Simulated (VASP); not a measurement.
Write the native input for VASP 6.6.1 that does the following.

- Task: single point
- Functional: PBEsol
- Potentials or basis: VASP PAW PBE potentials, release 64 (Nb_sv, Ru_pv)
- Cutoff: 520 eV
- k mesh: 16 × 16 × 14
- Occupations: gaussian, width 0.15 eV
- Spin: no spin polarisation
- Dipole correction: no
- Further INCAR settings: ALGO = Fast; EDIFF = 1e-06; NBANDS = 20

The structure of NbRu lies in POSCAR:

```
NbRu
1.0
    3.0000000000      0.0375000000      0.0000000000
    0.0375000000      3.0000000000      0.0000000000
    0.0000000000      0.0000000000      3.3800000000
Nb Ru
1 1
Direct
    0.0000000000      0.0000000000      0.0000000000
    0.5000000000      0.5000000000      0.5000000000
```

This cell differs from its parent crystal: strain +0.0250 x Voigt [0, 0, 0, 0, 0, 1].

The input as run:

INCAR

```
SYSTEM = NbRu
PREC = Accurate ; ENCUT = 520
EDIFF = 1E-6 ; ISMEAR = 0
SIGMA = 0.15 ; LREAL = .FALSE.
LASPH = .TRUE. ; NELM = 80
ALGO = Fast ; ISIF = 2
LWAVE = .FALSE. ; LCHARG = .FALSE.
GGA = PS ; NBANDS = 20
```

KPOINTS

```
Automatic mesh
0
G
  16 16 14
  0 0 0
```

Potentials or basis: VASP PAW PBE potentials, release 64 (Nb_sv, Ru_pv).

Run with:

```sh
$ cat potpaw_PBE.64/Nb_sv/POTCAR potpaw_PBE.64/Ru_pv/POTCAR > POTCAR
$ mpirun -np 1 vasp_std > vasp.out
```

Results of the run:

The pressure is 4.5 GPa.

Caveat: the cell differs from its parent crystal (strain +0.0250 x Voigt [0, 0, 0, 0, 0, 1]); the PAW data sets were made with another functional, which shifts forces and pressure a little.

Wall time 3.5 min on 1 thread of Intel(R) Xeon(R) 6975P-C (Granite Rapids), on a shared host, peak memory 0.44 GiB.
